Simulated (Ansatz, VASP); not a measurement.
# BN in VASP and in Ansatz

```
CELL_PARAMETERS angstrom
-1.23045 1.23045 4.26240
1.23045 -1.23045 4.26240
1.23045 1.23045 -4.26240
ATOMIC_POSITIONS crystal
B 0.83333 0.83333 0.00000
B 0.58333 0.08333 0.50000
N 0.66667 0.66667 0.00000
N 0.41667 0.91667 0.50000
```

Alike in both runs: task single point; functional PBE; k mesh 10 × 10 × 10; occupations gaussian, width 0.1 eV; no spin polarisation.

```csv
,VASP,Ansatz
version,VASP 6.6.1,Ansatz 0.2.0
potentials or method,"VASP PAW PBE potentials, release 64 (B, N), cutoff 520 eV","scalar-relativistic, plane waves, PAW"
valence electrons in the cell,16,16
```

Ansatz gave:

- gap on the k mesh at the Fermi level (eV): none
- rms of the force components (eV/Å): 0.701

Question: Which values does VASP return?

Answer: gap on the k mesh at the Fermi level (eV): none; rms of the force components (eV/Å): 0.702.

Atom by atom the forces differ by 0.001 eV/Å (rms over components). A gap of «none» marks a metal or a gap that the smearing closes. The functional is the same, so the differences come from potentials, cutoffs and numerics.

The k mesh is coarse, so the values compare programs but aren't converged.
